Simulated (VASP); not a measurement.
# Li2Se (Fm-3m) in VASP: a series of runs

The runs below take Li2Se through single point, with r2SCAN+D3(BJ), r2SCAN.

Everything below comes from runs of VASP 6.6.1. Logs are shortened: lines on timing, memory, paths and dates and some standing lists are left out, and cuts for length are marked.

## (1) The cell of the first run

Symmetry: Fm-3m, No. 225, cubic system. The conventional cell has a = 6.016 Å, b = 6.016 Å, c = 6.016 Å, α = 90.00°, β = 90.00°, γ = 90.00°. Within 3.4 Å of Li (site symmetry -43m) lie 4 Se at 2.60 Å and 6 Li at 3.01 Å. Se (site symmetry m-3m) has 8 Li at 2.60 Å within 3.4 Å.

## (2) Single point, r2SCAN+D3(BJ) (18.14 Å³/atom)

POSCAR

```
Li2Se
1.0
    0.0000000000      3.0077917197      3.0077917197
    3.0077917197      0.0000000000      3.0077917197
    3.0077917197      3.0077917197      0.0000000000
Li Se
2 1
Direct
    0.2500000000      0.2500000000      0.2500000000
    0.7500000000      0.7500000000      0.7500000000
    0.0000000000      0.0000000000      0.0000000000
```

INCAR.step1

```
  PREC = Accurate
  ENCUT = 830
  ISMEAR = 0
  SIGMA = 0.05
  LREAL = F
  LASPH = T
  NELM = 120
  NBANDS = 13
  GGA = PE
  ALGO = Normal
  EDIFF = 1E-5
  LWAVE = T
  LCHARG = F
  GGA_COMPAT = F
```

INCAR.step2

```
  PREC = Accurate
  ENCUT = 830
  EDIFF = 1E-6
  ISMEAR = 0
  SIGMA = 0.05
  LREAL = F
  LASPH = T
  NELM = 120
  ALGO = Normal
  ISIF = 2
  LWAVE = F
  LCHARG = F
  METAGGA = R2SCAN
  LMIXTAU = T
  IVDW = 12
  VDW_S6 = 1.0
  VDW_S8 = 0.78981345
  VDW_A1 = 0.49484001
  VDW_A2 = 5.73083694
  NBANDS = 13
  ISTART = 1
  GGA_COMPAT = F
```

KPOINTS

```
regular mesh
0
Gamma
  8 8 8
```

Potentials or basis: VASP PAW PBE potentials, release 64 (Li_sv, Se).

Command:

```sh
> cat potpaw_PBE.64/Li_sv/POTCAR potpaw_PBE.64/Se/POTCAR > POTCAR
> cp INCAR.step1 INCAR
> mpirun -np 1 vasp_std > vasp.out
> cp INCAR.step2 INCAR
> mpirun -np 1 vasp_std > vasp.out
```

OUTCAR:

```text
PREC = Accurate
   ENCUT = 830
   EDIFF = 1E-6
   ISMEAR = 0
   LREAL = F
   LASPH = T
   NELM = 120
   ISIF = 2
   METAGGA = R2SCAN
   IVDW = 12
   ISTART = 1
 IVDW          = 12

 ion  position               nearest neighbor table
   1  0.250  0.250  0.250-   3 2.60   3 2.60   3 2.60   3 2.60
   2  0.750  0.750  0.750-   3 2.60   3 2.60   3 2.60   3 2.60
   3  0.000  0.000  0.000-   2 2.60   2 2.60   2 2.60   1 2.60   2 2.60   1 2.60   1 2.60   1 2.60

  LATTYP: Found a face centered cubic cell.
 ALAT       =     6.0155834394

  Lattice vectors:

 A1 = (   0.0000000000,   3.0077917197,   3.0077917197)
 A2 = (   3.0077917197,   0.0000000000,   3.0077917197)
 A3 = (   3.0077917197,   3.0077917197,   0.0000000000)

Analysis of symmetry for initial positions (statically):
=====================================================================
 Subroutine PRICEL returns:
 Original cell was already a primitive cell.

 Routine SETGRP: Setting up the symmetry group for a
 face centered cubic supercell.

 Subroutine GETGRP returns: Found 48 space group operations
 (whereof 48 operations were pure point group operations)
 out of a pool of 48 trial point group operations.

The static configuration has the point symmetry O_h .

Analysis of symmetry for dynamics (positions and initial velocities):
=====================================================================
 Subroutine PRICEL returns:
 Original cell was already a primitive cell.

 Routine SETGRP: Setting up the symmetry group for a
 face centered cubic supercell.

 Subroutine GETGRP returns: Found 48 space group operations
 (whereof 48 operations were pure point group operations)
 out of a pool of 48 trial point group operations.

The dynamic configuration has the point symmetry O_h .

 Subroutine INISYM returns: Found 48 space group operations
 (whereof 48 operations are pure point group operations),
 and found     1 'primitive' translations

----------------------------------------------------------------------------------------

                                     Primitive cell

  volume of cell :      54.4218

  direct lattice vectors                    reciprocal lattice vectors
     0.000000000  3.007791720  3.007791720    -0.166234915  0.166234915  0.166234915
     3.007791720  0.000000000  3.007791720     0.166234915 -0.166234915  0.166234915
     3.007791720  3.007791720  0.000000000     0.166234915  0.166234915 -0.166234915

  length of vectors
     4.253659843  4.253659843  4.253659843     0.287927318  0.287927318  0.287927318

  position of ions in fractional coordinates (direct lattice)
     0.250000000  0.250000000  0.250000000
     0.750000000  0.750000000  0.750000000
     0.000000000  0.000000000  0.000000000

  ion indices of the primitive-cell ions
   primitive index   ion index
                 1           1
                 2           2
                 3           3

----------------------------------------------------------------------------------------

 KPOINTS: regular mesh

Automatic generation of k-mesh.
 Grid dimensions read from file:
 generate k-points for:    8    8    8

 Generating k-lattice:

  Cartesian coordinates                     Fractional coordinates (reciprocal lattice)
    -0.020779364  0.020779364  0.020779364     0.125000000  0.000000000  0.000000000
     0.020779364 -0.020779364  0.020779364     0.000000000  0.125000000  0.000000000
     0.020779364  0.020779364 -0.020779364     0.000000000  0.000000000  0.125000000

  Length of vectors
     0.035990915  0.035990915  0.035990915

  Shift w.r.t. Gamma in fractional coordinates (k-lattice)
     0.000000000  0.000000000  0.000000000

 Subroutine IBZKPT returns following result:
 ===========================================

 Found     29 irreducible k-points:

 Following reciprocal coordinates:
            Coordinates               Weight
  0.000000  0.000000  0.000000      1.000000
  0.125000  0.000000  0.000000      8.000000
  0.250000  0.000000  0.000000      8.000000
  0.375000  0.000000  0.000000      8.000000
  0.500000  0.000000  0.000000      4.000000
  0.125000  0.125000  0.000000      6.000000
[... 16 lines left out ...]
  0.500000  0.250000  0.125000     48.000000
 -0.375000  0.250000  0.125000     24.000000
 [... further k-points ...]
   k-points           NKPTS =     29   k-points in BZ     NKDIM =     29   number of bands    NBANDS=     13
   number of dos      NEDOS =    301   number of ions     NIONS =      3
   total plane-waves  NPLWV =  64000
   dimension x,y,z NGX =    40 NGY =   40 NGZ =   40
   dimension x,y,z NGXF=    80 NGYF=   80 NGZF=   80
   ions per type =               2   1
   NGX,Y,Z   is equivalent  to a cutoff of  15.63, 15.63, 15.63 a.u.
   NGXF,Y,Z  is equivalent  to a cutoff of  31.27, 31.27, 31.27 a.u.
 SYSTEM =  unknown system
   PREC   = accura    normal or accurate (medium, high low for compatibility)
   ISTART =      1    job   : 0-new  1-cont  2-samecut
   ICHARG =      0    charge: 1-file 2-atom 10-const
   ISPIN  =      1    spin polarized calculation?
   LNONCOLLINEAR =      F non collinear calculations
   LSORBIT =      F    spin-orbit coupling
   LASPH  =      T    aspherical Exc in radial PAW
   ENCUT  =  830.0 eV  61.00 Ry    7.81 a.u.   9.99  9.99  9.99*2*pi/ulx,y,z
   NELM   =    120;   NELMIN=  2; NELMDL=  0     # of ELM steps
   EDIFF  = 0.1E-05   stopping-criterion for ELM
   LREAL  =      F    real-space projection
   EDIFFG = 0.1E-04   stopping-criterion for IOM
   NSW    =      0    number of steps for IOM
   IBRION =     -1    ionic relax: 0-MD 1-quasi-New 2-CG
   NFREE  =      0    steps in history (QN), initial steepest desc. (CG)
   ISIF   =      2    stress and relaxation
   ISYM   =      2    0-nonsym 1-usesym 2-fastsym
   POTIM  = 0.5000    time-step for ionic-motion
   TEBEG  =    0.0;   TEEND  =   0.0 temperature during run
   PSTRESS=    0.0 pullay stress
   NELECT =      12.0000    total number of electrons
   NUPDOWN=      -1.0000    fix difference up-down
   EMIN   =  10.00;   EMAX   =-10.00  energy-range for DOS
   EFERMI =   0.00;   METHOD = LEGACY
   ISMEAR =     0;   SIGMA  =   0.05  broadening in eV -4-tet -1-fermi 0-gaus
   EFERMI_NEDOS =   21; number of points for ismear=-14 and -15
   IALGO  =     38    algorithm
   IMIX   =      4    mixing-type and parameters
     AMIX     =   0.40;   BMIX     =  1.00
     AMIX_MAG =   1.60;   BMIX_MAG =  1.00
  volume/ion in A,a.u.               =      18.14       122.42
  Fermi-wavevector in a.u.,A,eV,Ry     =   0.989033  1.869002 13.309035  0.978186
  Thomas-Fermi vector in A             =   2.120603
   LORBIT       =      0    0 simple, 1 ext, 2 COOP (PROOUT), +10 PAW based schemes
   METAGGA = R2SCAN    functional components
   LHFCALC =     F    Hartree Fock is set to
   AEXX    =    0.0000 exact exchange contribution
   IVDW    =    12    specifies the selected vdW correction
   LEPSILON=     F    determine dielectric tensor
   LRPA    =     F    only Hartree local field effects (RPA)
 non-spin polarized calculation
 Gauss-broadening in eV      SIGMA  =   0.05
  energy-cutoff  :      830.00
  volume of cell :       54.42
 maximum number of plane-waves:      2996
   NGX = 19   NGY = 19   NGZ = 19

 number of electron      12.0000004 magnetization

 Free energy of the ion-electron system (eV)
  ---------------------------------------------------
  ext. energy  EPLUGINS =         0.00000000
  ---------------------------------------------------
  free energy    TOTEN  =       -23.43733860 eV

  energy without entropy =      -23.43733860  energy(sigma->0) =      -23.43733860

 E-fermi :   0.9266     XC(G=0):  -8.5983

 val. band max:        0.6726445651   @ k =   0.0000   0.0000   0.0000
 cond. band min:       4.1399948863   @ k =   0.5000   0.5000   0.0000
 fundamental gap:      3.4673503212
 Fermi energy:         0.9265705030

 k-point     1 :       0.0000    0.0000    0.0000
  band No.  band energies     occupation
      1     -45.4940      2.00000
      2     -45.4717      2.00000
      3     -11.0819      2.00000
      4       0.6726      2.00000
      5       0.6726      2.00000
      6       0.6726      2.00000
      7       4.7831      0.00000
      8       6.9759      0.00000
      9       6.9759      0.00000
     10       6.9759      0.00000
     11      11.8355      0.00000
     12      11.8355      0.00000
     13      12.5425      0.00000

 k-point     2 :       0.1250    0.0000    0.0000
  band No.  band energies     occupation
      1     -45.4931      2.00000
      2     -45.4724      2.00000
      3     -11.0321      2.00000
      4       0.0562      2.00000
      5       0.5835      2.00000
      6       0.5835      2.00000
      7       5.2523      0.00000
      8       7.2102      0.00000
      9       7.2102      0.00000
     10       7.3476      0.00000
     11      10.7330      0.00000
     12      10.7330      0.00000
     13      12.6351      0.00000

 k-point     3 :       0.2500    0.0000    0.0000
  band No.  band energies     occupation
      1     -45.4905      2.00000
      2     -45.4747      2.00000
      3     -10.9058      2.00000
      4      -1.0382      2.00000
      5       0.3897      2.00000
      6       0.3897      2.00000
      7       5.9285      0.00000
      8       7.5138      0.00000
      9       7.5138      0.00000
     10       8.2557      0.00000
     11      10.4007      0.00000
     12      10.4007      0.00000
     13      13.0049      0.00000
[... 305 lines left out ...]
 k-point    23 :       0.5000    0.2500    0.1250
  band No.  band energies     occupation
      1     -45.4858      2.00000
      2     -45.4789      2.00000
      3     -10.6987      2.00000
      4      -1.6829      2.00000
      5      -0.5752      2.00000
      6      -0.0956      2.00000
      7       6.4381      0.00000
      8       7.3800      0.00000
      9       8.6707      0.00000
     10       9.1695      0.00000
     11      10.7621      0.00000
     12      12.8724      0.00000
     13      14.6239      0.00000

 k-point    24 :      -0.3750    0.2500    0.1250
  band No.  band energies     occupation
      1     -45.4823      2.00000
      2     -45.4823      2.00000
      3     -10.6503      2.00000
      4      -1.9040      2.00000
      5      -0.6042      2.00000
      6      -0.2385      2.00000
      7       6.6135      0.00000
      8       7.1928      0.00000
      9       9.0509      0.00000
     10       9.7849      0.00000
     11      10.9147      0.00000
     12      12.3156      0.00000
     13      14.1516      0.00000

 [... further k-points ...]

------------------------ aborting loop because EDIFF is reached ----------------------------------------

 Edisp (eV)   -0.37354

 E8    (eV) :    -0.1205

  FORCE on cell =-STRESS in cart. coord.  units (eV):
  Direction    XX          YY          ZZ          XY          YZ          ZX
  --------------------------------------------------------------------------------------
  -------------------------------------------------------------------------------------
  Total      -0.60646    -0.60646    -0.60646    -0.00000     0.00000    -0.00000
  in kB     -17.85411   -17.85411   -17.85411    -0.00000     0.00000    -0.00000
  external pressure =      -17.85 kB  Pullay stress =        0.00 kB

 VOLUME and BASIS-vectors are now :
 -----------------------------------------------------------------------------
  energy-cutoff  :      830.00
  volume of cell :       54.42
      direct lattice vectors                 reciprocal lattice vectors
     0.000000000  3.007791720  3.007791720    -0.166234915  0.166234915  0.166234915
     3.007791720  0.000000000  3.007791720     0.166234915 -0.166234915  0.166234915
     3.007791720  3.007791720  0.000000000     0.166234915  0.166234915 -0.166234915

 POSITION                                       TOTAL-FORCE (eV/Angst)
 -----------------------------------------------------------------------------------
      1.50390      1.50390      1.50390        -0.000000     -0.000000     -0.000000
      4.51169      4.51169      4.51169         0.000000      0.000000      0.000000
      0.00000      0.00000      0.00000         0.000000     -0.000000      0.000000
 -----------------------------------------------------------------------------------
    total drift:                                0.000000     -0.000000      0.000000

  FREE ENERGIE OF THE ION-ELECTRON SYSTEM (eV)
  ---------------------------------------------------
  free  energy   TOTEN  =       -23.8108743358 eV

  energy  without entropy=      -23.8108743358  energy(sigma->0) =      -23.81087434
```

Wall time 2.2 min (1 thread of Intel Xeon Platinum 8488C (Sapphire Rapids), shared host); peak memory 0.28 GiB.

Results:

```yaml
Free_energy: -23.8109 eV
Pressure: -1.8 GPa
Band_gap_on_the_k_mesh: 3.47 eV (least direct gap 4.11 eV)
Dispersion_energy_per_atom: -0.125 eV
```

Levels at points of the mesh, in eV from the valence-band top:
```csv
k point,band 2,band 3,band 4,band 5,band 6,band 7,band 8,band 9,band 10,band 11
"(0.00, 0.00, 0.00)",-46.14,-11.75,0.00,0.00,0.00,4.11,6.30,6.30,6.30,11.16
"(0.50, 0.00, 0.00)",-46.16,-11.38,-2.87,-0.52,-0.52,5.92,6.59,6.59,8.58,12.57
"(0.50, 0.50, 0.00)",-46.15,-11.27,-2.24,-1.42,-1.42,3.47,6.96,11.27,11.27,12.51
```

Caveat: three body term missing; the PAW data sets were made with another functional, which shifts forces and pressure a little.

## (3) Single point, r2SCAN (18.58 Å³/atom)

This run uses another cell than the first one, of 18.58 Å³/atom.

POSCAR

```
Li2Se
1.0
    0.0000000000      3.0320082978      3.0320082978
    3.0320082978      0.0000000000      3.0320082978
    3.0320082978      3.0320082978      0.0000000000
Li Se
2 1
Direct
    0.2500000000      0.2500000000      0.2500000000
    0.7500000000      0.7500000000      0.7500000000
    0.0000000000      0.0000000000      0.0000000000
```

INCAR.step1

```
SYSTEM = Li2Se
ALGO = Normal
EDIFF = 1E-5
ENCUT = 830
GGA = PE
GGA_COMPAT = .FALSE.
ISMEAR = 0
LASPH = .TRUE.
LCHARG = .FALSE.
LREAL = .FALSE.
LWAVE = .TRUE.
NBANDS = 13
NELM = 120
PREC = Accurate
SIGMA = 0.05
```

INCAR.step2

```
SYSTEM = Li2Se
ALGO = Normal
EDIFF = 1E-6
ENCUT = 830
GGA_COMPAT = .FALSE.
ISIF = 2
ISMEAR = 0
ISTART = 1
LASPH = .TRUE.
LCHARG = .FALSE.
LMIXTAU = .TRUE.
LREAL = .FALSE.
LWAVE = .FALSE.
METAGGA = R2SCAN
NBANDS = 13
NELM = 120
PREC = Accurate
SIGMA = 0.05
```

KPOINTS

```
k-points
0
G
  8 8 8
  0 0 0
```

Potentials or basis: VASP PAW PBE potentials, release 64 (Li_sv, Se).

Command:

```sh
> cat potpaw_PBE.64/Li_sv/POTCAR potpaw_PBE.64/Se/POTCAR > POTCAR
> cp INCAR.step1 INCAR
> mpirun -np 1 vasp_std > vasp.out
> cp INCAR.step2 INCAR
> mpirun -np 1 vasp_std > vasp.out
```

It took 2.1 min on 1 thread of Intel Xeon Platinum 8488C (Sapphire Rapids), shared host; peak memory 0.27 GiB.

It converged, with:

```
Free energy            : -23.4285 eV
Pressure               : -1.4 GPa
Band gap on the k mesh : 3.48 eV (least direct gap 4.00 eV)
```

Levels at points of the mesh, in eV from the valence-band top:
```
           k point  band 3  band 4  band 5  band 6  band 7  band 8  band 9  band 10
(0.00, 0.00, 0.00)  -11.69    0.00    0.00    0.00    4.00    6.29    6.29     6.29
(0.50, 0.00, 0.00)  -11.34   -2.79   -0.50   -0.50    5.81    6.57    6.57     8.47
(0.50, 0.50, 0.00)  -11.23   -2.18   -1.38   -1.38    3.48    6.89   11.10    11.10
```

Caveat: the PAW data sets were made with another functional, which shifts forces and pressure a little. A k mesh can miss the band edges.
